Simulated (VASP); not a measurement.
# LiSi16 (a cell with a defect) in VASP: single point with PBE

Aim: the single point of LiSi16 (a cell with a defect) with PBE.

Program: VASP 6.6.1. These are calculated values, not measurements. Logs are shortened: lines on timing, memory, paths and dates and some standing lists are left out, and cuts for length are marked.

## Step 1: The cell of the first run

The cell holds a defect, 17 atoms: a = 7.679 Å, b = 7.679 Å, c = 7.679 Å, α = 60.00°, β = 60.00°, γ = 60.00°.

## Step 2: Single point, PBE, collinear spin, zero start

INCAR reads:

```
SYSTEM = LiSi16
  ALGO = Normal
  EDIFF = 1E-6
  ENCUT = 520
  GGA = PE
  ISIF = 2
  ISMEAR = 0
  ISPIN = 2
  LASPH = .TRUE.
  LCHARG = .TRUE.
  LELF = .TRUE.
  LORBIT = 11
  LREAL = Auto
  LVHAR = .TRUE.
  LWAVE = .FALSE.
  MAGMOM = 0 0 0 0 0 0 0 0 0 0 0 0 0 0 0 0 0
  NBANDS = 52
  NELM = 150
  PREC = Accurate
  SIGMA = 0.05
```

KPOINTS reads:

```
k-points
0
G
  2 2 2
  0 0 0
```

POSCAR reads:

```
LiSi16
1.0
    0.0000000000      5.4300000000      5.4300000000
    5.4300000000      0.0000000000      5.4300000000
    5.4300000000      5.4300000000      0.0000000000
Si Li
16 1
Direct
    0.0062560773     -0.0131065378      0.0069435543
    0.1270813076      0.1199982505      0.1402477901
   -0.0173073665      0.0087957643      0.5082681400
    0.1274086556      0.1205410681      0.6200117864
    0.0059611418      0.5081158379      0.0075883978
    0.1506968692      0.6192530387      0.1187250460
    0.0062553407      0.5074726519      0.4863656538
    0.1270813996      0.6407755064      0.6194707182
    0.5008134438     -0.0017364641      0.0016014733
    0.6321778085      0.1193925414      0.1230595764
    0.5014525783     -0.0023621547      0.4971046961
    0.6114306630      0.1291709945      0.6286404236
    0.5219093002      0.4925606814     -0.0079720994
    0.6316619705      0.6241831492      0.1236520258
    0.5008137201      0.5021319521      0.4977323204
    0.6321768877      0.6235927256      0.6188597606
    0.0577142726      0.3175575506      0.8170297422
```

Potentials or basis: VASP PAW PBE potentials, release 64 (Si, Li_sv).

Launch:

```sh
$ cat potpaw_PBE.64/Si/POTCAR potpaw_PBE.64/Li_sv/POTCAR > POTCAR
$ mpirun -np 1 vasp_std > vasp.out
```

OUTCAR:

```text
SYSTEM = LiSi16
   EDIFF = 1E-6
   ENCUT = 520
   GGA = PE
   ISIF = 2
   ISMEAR = 0
   ISPIN = 2
   LASPH = .TRUE.
   LORBIT = 11
   LREAL = Auto
   NELM = 150
   PREC = Accurate

 ion  position               nearest neighbor table
   1  0.006  0.987  0.007-   6 2.31  17 2.34  10 2.35   4 2.43   2 2.43
   2  0.127  0.120  0.140-   3 2.31  17 2.34   9 2.35   1 2.43   5 2.43
   3  0.983  0.009  0.508-   8 2.31   2 2.31   4 2.31  12 2.33
   4  0.127  0.121  0.620-   3 2.31  11 2.35  17 2.35   7 2.43   1 2.43
   5  0.006  0.508  0.008-   6 2.31  17 2.33  14 2.35   2 2.43   8 2.43
   6  0.151  0.619  0.119-   5 2.31   1 2.31   7 2.31  13 2.33
   7  0.006  0.507  0.486-   6 2.31  17 2.34  16 2.35   4 2.43   8 2.43
   8  0.127  0.641  0.619-   3 2.31  17 2.34  15 2.35   7 2.43   5 2.43
   9  0.501  0.998  0.002-  12 2.34  10 2.35   2 2.35  14 2.35
  10  0.632  0.119  0.123-  13 2.34   9 2.35  11 2.35   1 2.35
  11  0.501  0.998  0.497-  12 2.34   4 2.35  16 2.35  10 2.35
  12  0.611  0.129  0.629-   3 2.33  15 2.34   9 2.34  11 2.34
  13  0.522  0.493  0.992-   6 2.33  14 2.34  10 2.34  16 2.34
  14  0.632  0.624  0.124-  13 2.34  15 2.35   9 2.35   5 2.35
  15  0.501  0.502  0.498-  12 2.34  16 2.35   8 2.35  14 2.35
  16  0.632  0.624  0.619-  13 2.34  15 2.35  11 2.35   7 2.35
  17  0.058  0.318  0.817-   5 2.33   1 2.34   7 2.34   8 2.34   2 2.34   4 2.35

  LATTYP: Found a face centered cubic cell.
 ALAT       =    10.8600000000

  Lattice vectors:

 A1 = (   0.0000000000,   5.4300000000,   5.4300000000)
 A2 = (   5.4300000000,   0.0000000000,   5.4300000000)
 A3 = (   5.4300000000,   5.4300000000,   0.0000000000)

Analysis of symmetry for initial positions (statically):
=====================================================================
 Subroutine PRICEL returns:
 Original cell was already a primitive cell.

 Routine SETGRP: Setting up the symmetry group for a
 face centered cubic supercell.

 Subroutine GETGRP returns: Found  2 space group operations
 (whereof  1 operations were pure point group operations)
 out of a pool of 48 trial point group operations.

The static configuration has the point symmetry C_1 .
 The point group associated with its full space group is C_1h.

Analysis of symmetry for dynamics (positions and initial velocities):
=====================================================================
 Subroutine PRICEL returns:
 Original cell was already a primitive cell.

 Routine SETGRP: Setting up the symmetry group for a
 face centered cubic supercell.

 Subroutine GETGRP returns: Found  2 space group operations
 (whereof  1 operations were pure point group operations)
 out of a pool of 48 trial point group operations.

The dynamic configuration has the point symmetry C_1 .
 The point group associated with its full space group is C_1h.

Analysis of structural, dynamic, and magnetic symmetry:
=====================================================================
 Subroutine PRICEL returns:
 Original cell was already a primitive cell.

 Routine SETGRP: Setting up the symmetry group for a
 face centered cubic supercell.

 Subroutine GETGRP returns: Found  2 space group operations
 (whereof  1 operations were pure point group operations)
 out of a pool of 48 trial point group operations.

The overall configuration has the point symmetry C_1 .
 The point group associated with its full space group is C_1h.

 Subroutine INISYM returns: Found  2 space group operations
 (whereof  1 operations are pure point group operations),
 and found     1 'primitive' translations

----------------------------------------------------------------------------------------

                                     Primitive cell

  volume of cell :     320.2060

  direct lattice vectors                    reciprocal lattice vectors
     0.000000000  5.430000000  5.430000000    -0.092081031  0.092081031  0.092081031
     5.430000000  0.000000000  5.430000000     0.092081031 -0.092081031  0.092081031
     5.430000000  5.430000000  0.000000000     0.092081031  0.092081031 -0.092081031

  length of vectors
     7.679179644  7.679179644  7.679179644     0.159489025  0.159489025  0.159489025

  position of ions in fractional coordinates (direct lattice)
     0.006256077  0.986893462  0.006943554
     0.127081308  0.119998250  0.140247790
     0.982692634  0.008795764  0.508268140
     0.127408656  0.120541068  0.620011786
     0.005961142  0.508115838  0.007588398
     0.150696869  0.619253039  0.118725046
[... 9 lines left out ...]
     0.632176888  0.623592726  0.618859761
     0.057714273  0.317557551  0.817029742

  ion indices of the primitive-cell ions
   primitive index   ion index
                 1           1
                 2           2
                 3           3
                 4           4
                 5           5
                 6           6
[... 9 lines left out ...]
                16          16
                17          17

----------------------------------------------------------------------------------------

 KPOINTS: k-points

Automatic generation of k-mesh.
 Grid dimensions read from file:
 generate k-points for:    2    2    2

 Generating k-lattice:

  Cartesian coordinates                     Fractional coordinates (reciprocal lattice)
    -0.046040516  0.046040516  0.046040516     0.500000000  0.000000000  0.000000000
     0.046040516 -0.046040516  0.046040516     0.000000000  0.500000000  0.000000000
     0.046040516  0.046040516 -0.046040516     0.000000000  0.000000000  0.500000000

  Length of vectors
     0.079744512  0.079744512  0.079744512

  Shift w.r.t. Gamma in fractional coordinates (k-lattice)
     0.000000000  0.000000000  0.000000000

 Subroutine IBZKPT returns following result:
 ===========================================

 Found      6 irreducible k-points:

 Following reciprocal coordinates:
            Coordinates               Weight
  0.000000  0.000000  0.000000      1.000000
  0.500000  0.000000  0.000000      1.000000
  0.000000  0.500000  0.000000      2.000000
  0.500000  0.500000  0.500000      1.000000
  0.500000  0.500000  0.000000      2.000000
  0.000000  0.500000  0.500000      1.000000
   k-points           NKPTS =      6   k-points in BZ     NKDIM =      6   number of bands    NBANDS=     52
   number of dos      NEDOS =    301   number of ions     NIONS =     17
   total plane-waves  NPLWV = 216000
   dimension x,y,z NGX =    60 NGY =   60 NGZ =   60
   dimension x,y,z NGXF=   120 NGYF=  120 NGZF=  120
   ions per type =              16   1
   NGX,Y,Z   is equivalent  to a cutoff of  12.99, 12.99, 12.99 a.u.
   NGXF,Y,Z  is equivalent  to a cutoff of  25.98, 25.98, 25.98 a.u.
 SYSTEM =  LiSi16
   PREC   = accura    normal or accurate (medium, high low for compatibility)
   ISTART =      0    job   : 0-new  1-cont  2-samecut
   ICHARG =      2    charge: 1-file 2-atom 10-const
   ISPIN  =      2    spin polarized calculation?
   LNONCOLLINEAR =      F non collinear calculations
   LSORBIT =      F    spin-orbit coupling
   LASPH  =      T    aspherical Exc in radial PAW
   ENCUT  =  520.0 eV  38.22 Ry    6.18 a.u.  14.28 14.28 14.28*2*pi/ulx,y,z
   NELM   =    150;   NELMIN=  2; NELMDL= -5     # of ELM steps
   EDIFF  = 0.1E-05   stopping-criterion for ELM
   LREAL  =      T    real-space projection
   EDIFFG = 0.1E-04   stopping-criterion for IOM
   NSW    =      0    number of steps for IOM
   IBRION =     -1    ionic relax: 0-MD 1-quasi-New 2-CG
   NFREE  =      0    steps in history (QN), initial steepest desc. (CG)
   ISIF   =      2    stress and relaxation
   ISYM   =      2    0-nonsym 1-usesym 2-fastsym
   POTIM  = 0.5000    time-step for ionic-motion
   TEBEG  =    0.0;   TEEND  =   0.0 temperature during run
   PSTRESS=    0.0 pullay stress
   NELECT =      67.0000    total number of electrons
   NUPDOWN=      -1.0000    fix difference up-down
   EMIN   =  10.00;   EMAX   =-10.00  energy-range for DOS
   EFERMI =   0.00;   METHOD = LEGACY
   ISMEAR =     0;   SIGMA  =   0.05  broadening in eV -4-tet -1-fermi 0-gaus
   EFERMI_NEDOS =   21; number of points for ismear=-14 and -15
   IALGO  =     38    algorithm
   IMIX   =      4    mixing-type and parameters
     AMIX     =   0.40;   BMIX     =  1.00
     AMIX_MAG =   1.60;   BMIX_MAG =  1.00
  volume/ion in A,a.u.               =      18.84       127.11
  Fermi-wavevector in a.u.,A,eV,Ry     =   0.971904  1.836632 12.852022  0.944597
  Thomas-Fermi vector in A             =   2.102159
   LORBIT       =     11    0 simple, 1 ext, 2 COOP (PROOUT), +10 PAW based schemes
   GGA     = PE    functional components
   LHFCALC =     F    Hartree Fock is set to
   AEXX    =    0.0000 exact exchange contribution
   IVDW    =     0    specifies the selected vdW correction
   LEPSILON=     F    determine dielectric tensor
   LRPA    =     F    only Hartree local field effects (RPA)
 spin polarized calculation
 Gauss-broadening in eV      SIGMA  =   0.05
  energy-cutoff  :      520.00
  volume of cell :      320.21
 maximum number of plane-waves:      8646
 NGX is ok and might be reduce to    60
   NGX = 29   NGY = 29   NGZ = 29

 number of electron      66.9999997 magnetization      -0.0000056

 number of electron      66.9999997 magnetization       0.0000025

 Free energy of the ion-electron system (eV)
  ---------------------------------------------------
  ext. energy  EPLUGINS =         0.00000000
  ---------------------------------------------------
  free energy    TOTEN  =       -86.34993878 eV

  energy without entropy =      -86.34227844  energy(sigma->0) =      -86.34610861

 E-fermi :   6.6748     XC(G=0):  -9.5256

 val. band max:        6.6708641862   @ k =   0.0000   0.0000   0.0000
 cond. band min:       6.6763161828   @ k =   0.0000   0.0000   0.0000
 fundamental gap:      0.0054519966
 Fermi energy:         6.6748403803

 spin component 1

 k-point     1 :       0.0000    0.0000    0.0000
  band No.  band energies     occupation
      1     -40.2280      1.00000
      2      -5.9673      1.00000
      3      -3.7414      1.00000
      4      -3.6519      1.00000
      5      -3.6480      1.00000
      6      -3.6174      1.00000
[... 277 lines left out ...]
     44      10.2345      0.00000
     45      10.2679      0.00000
 Fermi energy:         6.6748403803

 spin component 2

 k-point     1 :       0.0000    0.0000    0.0000
  band No.  band energies     occupation
      1     -40.2281      1.00000
      2      -5.9673      1.00000
      3      -3.7414      1.00000
      4      -3.6519      1.00000
      5      -3.6480      1.00000
      6      -3.6174      1.00000
[... 277 lines left out ...]
     44      10.2345      0.00000
     45      10.2679      0.00000
 [bands above 45 left out]

------------------------ aborting loop because EDIFF is reached ----------------------------------------

  FORCE on cell =-STRESS in cart. coord.  units (eV):
  Direction    XX          YY          ZZ          XY          YZ          ZX
  --------------------------------------------------------------------------------------
  -------------------------------------------------------------------------------------
  Total        8.3931072      8.4667240      8.4667240      0.9792998     -0.8824894      0.9792998
  in kB       41.9956073     42.3639553     42.3639553      4.9000077     -4.4156089      4.9000075
  external PRESSURE =      42.2411726 kB  Pullay stress =       0.0000000 kB

 VOLUME and BASIS-vectors are now :
 -----------------------------------------------------------------------------
  energy-cutoff  :      520.00
  volume of cell :      320.21
      direct lattice vectors                 reciprocal lattice vectors
     0.000000000  5.430000000  5.430000000    -0.092081031  0.092081031  0.092081031
     5.430000000  0.000000000  5.430000000     0.092081031 -0.092081031  0.092081031
     5.430000000  5.430000000  0.000000000     0.092081031  0.092081031 -0.092081031

 POSITION                                       TOTAL-FORCE (eV/Angst)
 -----------------------------------------------------------------------------------
      5.39653      0.07167      5.39280        -0.041453      0.028395     -0.025201
      1.41314      1.45160      1.34164         0.010922     -0.003860     -0.001784
      2.80766      8.09592      5.38378         0.004522     -0.019862     -0.019862
      4.02120      4.05849      1.34637        -0.033650     -0.026195     -0.026195
      2.80027      0.07357      2.79144        -0.031235     -0.007245     -0.007245
      4.00722      1.46296      4.18083        -0.016816      0.035081      0.035081
[... 9 lines left out ...]
      6.74652      6.79313      6.81883         0.007727      0.010953      0.023324
      6.16081      4.74986      2.03773         0.029348     -0.073317     -0.073317
 -----------------------------------------------------------------------------------
    total drift:                                0.002797      0.000521     -0.008568

  FREE ENERGIE OF THE ION-ELECTRON SYSTEM (eV)
  ---------------------------------------------------
  free  energy   TOTEN  =       -86.3499387800 eV

  energy  without entropy=      -86.3422784385  energy(sigma->0) =      -86.34610861

 total charge

# of ion       s       p       d       tot
------------------------------------------
    1        0.746   0.954   0.000   1.700
    2        0.746   0.952   0.000   1.698
    3        0.740   0.968   0.000   1.708
    4        0.745   0.953   0.000   1.698
    5        0.747   0.953   0.000   1.699
    6        0.740   0.970   0.000   1.710
[... 9 lines left out ...]
   16        0.740   0.955   0.000   1.695
   17        2.045   0.116   0.000   2.161
--------------------------------------------------
tot         13.916  15.430   0.000  29.346

 magnetization (x)

# of ion       s       p       d       tot
------------------------------------------
    1        0.000   0.000   0.000   0.000
    2        0.000   0.000   0.000   0.000
    3        0.000   0.000   0.000   0.000
    4        0.000  -0.000   0.000  -0.000
    5       -0.000  -0.000   0.000  -0.000
    6        0.000   0.000   0.000   0.000
[... 9 lines left out ...]
   16       -0.000  -0.000   0.000  -0.000
   17        0.000   0.000   0.000   0.000
--------------------------------------------------
tot          0.000   0.000   0.000   0.000
```

It took 3.8 min on 1 thread of Intel Xeon 6975P-C (Granite Rapids), shared host; peak memory 0.68 GiB.

What came out:

| Quantity | Value |
| --- | --- |
| Free energy | -86.3499 eV |
| Largest force | 0.108 eV/Å |
| Net moment | 0.00 μB per cell |
| Valence electrons inside the program's atomic spheres | Si 1.70, 1.71, 1.69 (each value once); Li 2.16 |

Forces in eV/Å, atoms in the order of the input:
```
Si  -0.041  0.028 -0.025
Si   0.011 -0.004 -0.002
Si   0.005 -0.020 -0.020
Si  -0.034 -0.026 -0.026
Si  -0.031 -0.007 -0.007
Si  -0.017  0.035  0.035
Si  -0.041 -0.025  0.028
Si   0.011 -0.002 -0.004
Si   0.024  0.010 -0.005
Si   0.008  0.023  0.011
Si   0.022  0.005  0.005
Si   0.036 -0.018 -0.018
Si  -0.022  0.030  0.030
Si   0.009  0.039  0.039
Si   0.024 -0.005  0.010
Si   0.008  0.011  0.023
Li   0.029 -0.073 -0.073
```

Levels at points of the mesh, in eV from the Fermi level:
Spin up:
| k point | band 30 | band 31 | band 32 | band 33 | band 34 | band 35 | band 36 | band 37 |
| --- | --- | --- | --- | --- | --- | --- | --- | --- |
| (0.00, 0.00, 0.00) | -1.72 | -0.71 | -0.67 | -0.67 | -0.44 | -0.08 | -0.08 | 0.00 |
| (0.50, 0.00, 0.00) | -1.48 | -1.47 | -1.41 | -1.41 | 0.59 | 0.60 | 0.66 | 0.94 |
| (0.00, 0.50, 0.00) | -1.51 | -1.49 | -1.46 | -1.42 | 0.36 | 0.58 | 0.74 | 0.76 |
| (0.50, 0.50, 0.50) | -1.51 | -1.49 | -1.46 | -1.42 | 0.35 | 0.58 | 0.75 | 0.76 |
| (0.50, 0.50, 0.00) | -2.09 | -2.09 | -2.01 | -1.95 | 0.25 | 0.41 | 1.51 | 1.58 |
| (0.00, 0.50, 0.50) | -2.09 | -2.08 | -2.01 | -1.95 | 0.25 | 0.41 | 1.51 | 1.58 |
Spin down:
```csv
k point,band 30,band 31,band 32,band 33,band 34,band 35,band 36,band 37
"(0.00, 0.00, 0.00)",-1.72,-0.71,-0.67,-0.67,-0.44,-0.08,-0.08,0.00
"(0.50, 0.00, 0.00)",-1.48,-1.47,-1.41,-1.41,0.59,0.60,0.66,0.94
"(0.00, 0.50, 0.00)",-1.51,-1.49,-1.46,-1.42,0.36,0.58,0.74,0.76
"(0.50, 0.50, 0.50)",-1.51,-1.49,-1.46,-1.42,0.35,0.58,0.75,0.76
"(0.50, 0.50, 0.00)",-2.09,-2.09,-2.01,-1.95,0.25,0.41,1.51,1.58
"(0.00, 0.50, 0.50)",-2.09,-2.08,-2.01,-1.95,0.25,0.41,1.51,1.58
```

Caveat: the k points lie up to 0.50 Å⁻¹ apart; the cutoff is under 1.25 times the usual one of these potentials, so pressure, stress and relaxed cells hold a basis-set (Pulay) error; no moment was typed at the start, so none could form.
